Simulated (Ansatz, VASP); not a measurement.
**One calculation of Zn, two programs**

The input INCAR:

```
SYSTEM = Zn
PREC = Accurate
ENCUT = 520
EDIFF = 1E-8
ISMEAR = -1
SIGMA = 0.03
LREAL = .False.
LASPH = .True.
NELM = 80
ALGO = Normal
ISIF = 2
LWAVE = .False.
LCHARG = .False.
GGA = PS
LEFG = .True.
NBANDS = 19
```

KPOINTS

```
Automatic mesh
0
Gamma
  18 18 8
  0 0 0
```

POSCAR

```
Zn
1.0
    2.7084910329      0.0000000000      0.0000000000
   -1.3542455165      2.3456220404      0.0000000000
    0.0000000000      0.0000000000      5.0278078583
Zn
2
Direct
    0.3333333333      0.6666666667      0.2500000000
    0.6666666667      0.3333333333      0.7500000000
```

Input for Ansatz:

```yaml
crystal:
  lattice:
    - [2.7084910329, 0.0, 0.0]
    - [-1.3542455165, 2.3456220404, 0.0]
    - [0.0, 0.0, 5.0278078583]
  atoms:
    - { symbol: Zn, position: [0.3333333333, 0.6666666667, 0.25] }
    - { symbol: Zn, position: [0.6666666667, 0.3333333333, 0.75] }
kpoints:
  mp_grid: { grid: [18, 18, 8] }
scf:
  occupations: { method: fermi_dirac, width: 0.03 }
hamiltonian:
  xc: pbesol
  pseudopotentials: { kind: paw }
output:
  forces: true
  stress: true
  eigenvalues: true
  efg: { contact_densities: true }
  write_density: true
  write_potential: true
  elf: true
  volumetric_format: npy
```

Change from the starting cell: volume scaled by 1.05, PAW files.

Alike in both runs: task electric field gradients; functional PBEsol; k mesh 18 × 18 × 8; occupations fermi-dirac, width 0.03 eV; no spin polarisation.

```csv
,VASP,Ansatz
version,VASP 6.6.1,Ansatz 0.2.0
potentials or method,"VASP PAW PBE potentials, release 64 (Zn)","PAW with Ansatz's default frozen-core files, scalar-relativistic"
plane-wave cutoff (eV),520,420
valence electrons in the cell,24,24
```

Ansatz gave:

| Property | Result |
| --- | --- |
| pressure (GPa) | -8.0 |
| traceless stress, the component that is largest in VASP (GPa) | 1.93 |
| size of Vzz on the site where it differs most (V/Å²) | 31.7 |

Task: Estimate VASP's values.

Result: Pressure (GPa): -7.7; traceless stress, the component that is largest in VASP (GPa): 1.81; size of Vzz on the site where it differs most (V/Å²): 31.9.

VASP's potentials were made for PBE, not for PBEsol.
